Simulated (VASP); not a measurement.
A run of VASP 6.6.1 is set up as follows.

INCAR

```
SYSTEM = LiH
ALGO = Normal
EDIFF = 1E-6
ENCUT = 520
GGA = PE
ISIF = 2
ISMEAR = 0
LASPH = .TRUE.
LCHARG = .FALSE.
LREAL = .FALSE.
LWAVE = .FALSE.
NBANDS = 9
NELM = 80
PREC = Accurate
SIGMA = 0.01
```

KPOINTS

```
k-points
0
G
  8 8 8
  0 0 0
```

Contents of POSCAR:

```
LiH
1.0
    0.0000000000      2.1216861085      2.1216861085
    2.1216861085      0.0000000000      2.1216861085
    2.1216861085      2.1216861085      0.0000000000
Li H
1 1
Direct
    0.0000000000      0.0000000000      0.0000000000
    0.2500000000      0.2500000000      0.2500000000
```

Potentials or basis: VASP PAW PBE potentials, release 64 (Li_sv, H).

Run with:

```sh
$ cat potpaw_PBE.64/Li_sv/POTCAR potpaw_PBE.64/H/POTCAR > POTCAR
$ mpirun -np 1 vasp_std > vasp.out
```

Estimate the band gap on the k mesh.

4.25 eV, indirect (least direct gap 5.35 eV).

 A k mesh can miss the band edges.
